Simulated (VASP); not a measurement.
# Y (Fm-3m) in VASP: notebook, part 2 of 2

VASP 6.6.1.

## 4. Single point, PBE (22.12 Å³/atom)

This run uses another cell than the first one, of 22.12 Å³/atom.

Contents of POSCAR:

```
Y
1.0
    0.0000000000      2.2279068071      2.2279068071
    2.2279068071      0.0000000000      2.2279068071
    2.2279068071      2.2279068071      0.0000000000
Y
1
Direct
    0.0000000000      0.0000000000      0.0000000000
```

Contents of INCAR.step1:

```
SYSTEM = Y
PREC = Accurate
ENCUT = 520
EDIFF = 1E-6
ISMEAR = -1
SIGMA = 0.08
LREAL = .FALSE.
LASPH = .TRUE.
NELM = 80
ALGO = Normal
ISIF = 2
LWAVE = .FALSE.
LCHARG = .TRUE.
LMAXMIX = 4
GGA = PE
NBANDS = 12
```

Contents of KPOINTS.step1:

```
regular mesh
0
G
  14 14 14
  0 0 0
```

Contents of INCAR.step2:

```
SYSTEM = Y
PREC = Accurate
ENCUT = 520
EDIFF = 1E-6
ISMEAR = -5
SIGMA = 0.08
LREAL = .FALSE.
LASPH = .TRUE.
NELM = 80
ALGO = Normal
ISIF = 2
LWAVE = .FALSE.
LCHARG = .FALSE.
LMAXMIX = 4
GGA = PE
LORBIT = 11
NBANDS = 12
NEDOS = 1001
ICHARG = 11
```

Contents of KPOINTS.step2:

```
regular mesh
0
G
  21 21 21
  0 0 0
```

Potentials or basis: VASP PAW PBE potentials, release 64 (Y_sv).

Command:

```
$ cat potpaw_PBE.64/Y_sv/POTCAR > POTCAR
$ cp INCAR.step1 INCAR
$ cp KPOINTS.step1 KPOINTS
$ mpirun -np 1 vasp_std > vasp.out
$ cp INCAR.step2 INCAR
$ cp KPOINTS.step2 KPOINTS
$ mpirun -np 1 vasp_std > vasp.out
```

OUTCAR:

```text
SYSTEM = Y
   PREC = Accurate
   ENCUT = 520
   EDIFF = 1E-6
   ISMEAR = -5
   LREAL = .FALSE.
   LASPH = .TRUE.
   NELM = 80
   ISIF = 2
   GGA = PE
   LORBIT = 11
   ICHARG = 11

 ion  position               nearest neighbor table
   1  0.000  0.000  0.000-

  LATTYP: Found a face centered cubic cell.
 ALAT       =     4.4558136142

  Lattice vectors:

 A1 = (   0.0000000000,   2.2279068071,   2.2279068071)
 A2 = (   2.2279068071,   0.0000000000,   2.2279068071)
 A3 = (   2.2279068071,   2.2279068071,   0.0000000000)

Analysis of symmetry for initial positions (statically):
=====================================================================
 Subroutine PRICEL returns:
 Original cell was already a primitive cell.

 Routine SETGRP: Setting up the symmetry group for a
 face centered cubic supercell.

 Subroutine GETGRP returns: Found 48 space group operations
 (whereof 48 operations were pure point group operations)
 out of a pool of 48 trial point group operations.

The static configuration has the point symmetry O_h .

Analysis of symmetry for dynamics (positions and initial velocities):
=====================================================================
 Subroutine PRICEL returns:
 Original cell was already a primitive cell.

 Routine SETGRP: Setting up the symmetry group for a
 face centered cubic supercell.

 Subroutine GETGRP returns: Found 48 space group operations
 (whereof 48 operations were pure point group operations)
 out of a pool of 48 trial point group operations.

The dynamic configuration has the point symmetry O_h .

 Subroutine INISYM returns: Found 48 space group operations
 (whereof 48 operations are pure point group operations),
 and found     1 'primitive' translations

----------------------------------------------------------------------------------------

                                     Primitive cell

  volume of cell :      22.1167

[... 117 lines left out ...]
   LEPSILON=     F    determine dielectric tensor
   LRPA    =     F    only Hartree local field effects (RPA)
 non-spin polarized calculation
 Fermi weights with tetrahedron method with Bloechl corrections
  energy-cutoff  :      520.00
  volume of cell :       22.12
 maximum number of plane-waves:       609

 number of electron      10.9999999 magnetization

 Free energy of the ion-electron system (eV)
  ---------------------------------------------------
  ext. energy  EPLUGINS =         0.00000000
  ---------------------------------------------------
  free energy    TOTEN  =        -5.74428933 eV

  energy without entropy =       -5.74428933  energy(sigma->0) =       -5.74428933

 E-fermi :   5.1668     XC(G=0): -11.0847

 val. band max:        5.1924232232   @ k =  -0.1905   0.3333   0.1429
 cond. band min:       5.1799184929   @ k =   0.3333   0.2381   0.0952
 fundamental gap:     -0.0125047303
 Fermi energy:         5.1667683629

 k-point     1 :       0.0000    0.0000    0.0000
  band No.  band energies     occupation
      1     -36.8010      2.00000
      2     -15.8947      2.00000
      3     -15.8947      2.00000
      4     -15.8947      2.00000
      5       0.1884      2.00000
      6       7.3499      0.00000
      7       7.3499      0.00000
      8       7.3499      0.00000
      9      10.5014      0.00000
     10      10.5014      0.00000
     11      15.2785      0.00000
     12      19.8674      0.00000
[... 331 lines left out ...]
 k-point    24 :      -0.3810    0.0476    0.0000
  band No.  band energies     occupation
      1     -36.5152      2.00000
      2     -17.5641      2.00000
      3     -16.1439      2.00000
      4     -16.0897      2.00000
      5       2.7990      2.00000
      6       6.8462      0.00000
      7       7.2197      0.00000
      8       7.2433      0.00000
      9      11.7767      0.00000
     10      12.5441      0.00000
     11      15.1993      0.00000
     12      18.9651      0.00000

 [... further k-points ...]

------------------------ aborting loop because EDIFF is reached ----------------------------------------

  FORCE on cell =-STRESS in cart. coord.  units (eV):
  Direction    XX          YY          ZZ          XY          YZ          ZX
  --------------------------------------------------------------------------------------
  -------------------------------------------------------------------------------------
  Total        3.7605064      3.7605064      3.7605064     -0.0000000     -0.0000000      0.0000000
  in kB      272.4180350    272.4180350    272.4180350     -0.0000000     -0.0000000      0.0000000
  external PRESSURE =     272.4180350 kB  Pullay stress =       0.0000000 kB

 VOLUME and BASIS-vectors are now :
 -----------------------------------------------------------------------------
  energy-cutoff  :      520.00
  volume of cell :       22.12
      direct lattice vectors                 reciprocal lattice vectors
     0.000000000  2.227906807  2.227906807    -0.224425904  0.224425904  0.224425904
     2.227906807  0.000000000  2.227906807     0.224425904 -0.224425904  0.224425904
     2.227906807  2.227906807  0.000000000     0.224425904  0.224425904 -0.224425904

 POSITION                                       TOTAL-FORCE (eV/Angst)
 -----------------------------------------------------------------------------------
      0.00000      0.00000      0.00000         0.000000      0.000000     -0.000000
 -----------------------------------------------------------------------------------
    total drift:                               -0.000000     -0.000000      0.000000

  FREE ENERGIE OF THE ION-ELECTRON SYSTEM (eV)
  ---------------------------------------------------
  free  energy   TOTEN  =        -5.7442893272 eV

  energy  without entropy=       -5.7442893272  energy(sigma->0) =       -5.74428933

 total charge

# of ion       s       p       d       f       tot
--------------------------------------------------
    1        2.357   6.303   1.432   0.025  10.118
```

OUTCAR.step1:

```text
SYSTEM = Y
   PREC = Accurate
   ENCUT = 520
   EDIFF = 1E-6
   ISMEAR = -1
   LREAL = .FALSE.
[... 575 lines left out ...]

 POSITION                                       TOTAL-FORCE (eV/Angst)
 -----------------------------------------------------------------------------------
      0.00000      0.00000      0.00000         0.000000     -0.000000     -0.000000
 -----------------------------------------------------------------------------------
    total drift:                               -0.000000      0.000000      0.000000

  FREE ENERGIE OF THE ION-ELECTRON SYSTEM (eV)
  ---------------------------------------------------
  free  energy   TOTEN  =        -5.7552148630 eV

  energy  without entropy=       -5.7312177981  energy(sigma->0) =       -5.74321633
```

OSZICAR.step1:

```text
N       E                     dE             d eps       ncg     rms          rms(c)
DAV:   1     0.288068543924E+02    0.28807E+02   -0.58198E+03  2496   0.874E+02
DAV:   2    -0.450468196465E+01   -0.33312E+02   -0.32146E+02  2948   0.179E+02
DAV:   3    -0.577267167465E+01   -0.12680E+01   -0.12442E+01  3444   0.231E+01
DAV:   4    -0.579561788966E+01   -0.22946E-01   -0.22935E-01  2796   0.304E+00
DAV:   5    -0.579597134579E+01   -0.35346E-03   -0.35345E-03  3116   0.275E-01    0.283E+01
DAV:   6    -0.573083231616E+01    0.65139E-01   -0.17139E-01  3024   0.280E+00    0.171E+01
DAV:   7    -0.575828154151E+01   -0.27449E-01   -0.24206E-01  3260   0.337E+00    0.157E+00
DAV:   8    -0.575531399029E+01    0.29676E-02   -0.27832E-02  2688   0.138E+00    0.283E-01
DAV:   9    -0.575521200892E+01    0.10198E-03   -0.73138E-04  3080   0.210E-01    0.866E-02
DAV:  10    -0.575521405123E+01   -0.20423E-05   -0.32157E-05  2832   0.537E-02    0.126E-02
DAV:  11    -0.575521550754E+01   -0.14563E-05   -0.32583E-06  3132   0.132E-02    0.103E-02
DAV:  12    -0.575521486303E+01    0.64451E-06   -0.63167E-07  1660   0.664E-03
   1 F= -.57552149E+01 E0= -.57432163E+01  d E =-.239971E-01
```

Run time: 83 s. Hardware: 1 thread of Intel Xeon 8259CL, shared host; peak memory 0.22 GiB.

Results:

```yaml
Valence_electrons_inside_the_program's_atomic_spheres: Y 10.12
```

Caveat: tetrahedron occupations give inexact forces and stress in metals.
